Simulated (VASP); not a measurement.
Input of a VASP 6.6.1 run:

Contents of INCAR:

```
ALGO = Normal
EDIFF = 1E-7
ENCUT = 520
GGA = PE
ISIF = 2
ISMEAR = -1
LASPH = T
LCHARG = F
LREAL = F
LWAVE = F
NBANDS = 33
NELM = 100
PREC = Accurate
SIGMA = 0.1
```

The input KPOINTS:

```
k-points
0
Gamma
  5 5 8
```

The input POSCAR:

```
TaN
1.0
    5.2367380395      0.0000000000      0.0000000000
   -2.6183690198      4.5351481741      0.0000000000
    0.0000000000      0.0000000000      2.9336224656
Ta N
3 3
Direct
    0.0000000000      0.0000000000      0.0000000000
    0.3333333333      0.6666666667      0.5000000000
    0.6666666667      0.3333333333      0.5000000000
    0.5000000000      0.0000000000      0.0000000000
    0.5000000000      0.5000000000      0.0000000000
    0.0000000000      0.5000000000      0.0000000000
```

Potentials or basis: VASP PAW PBE potentials, release 64 (Ta_pv, N).

Command:

```bash
$ cat potpaw_PBE.64/Ta_pv/POTCAR potpaw_PBE.64/N/POTCAR > POTCAR
$ mpirun -np 1 vasp_std > vasp.out
```

(1) Estimate the pressure.

(2) Predict the band gap on the k mesh.

Answers

(1) 1.9 GPa.

(2) zero (bands 24 and 25 overlap by 2.04 eV).

Caveat: spin-orbit coupling is left out, which moves the levels of the heavy elements.
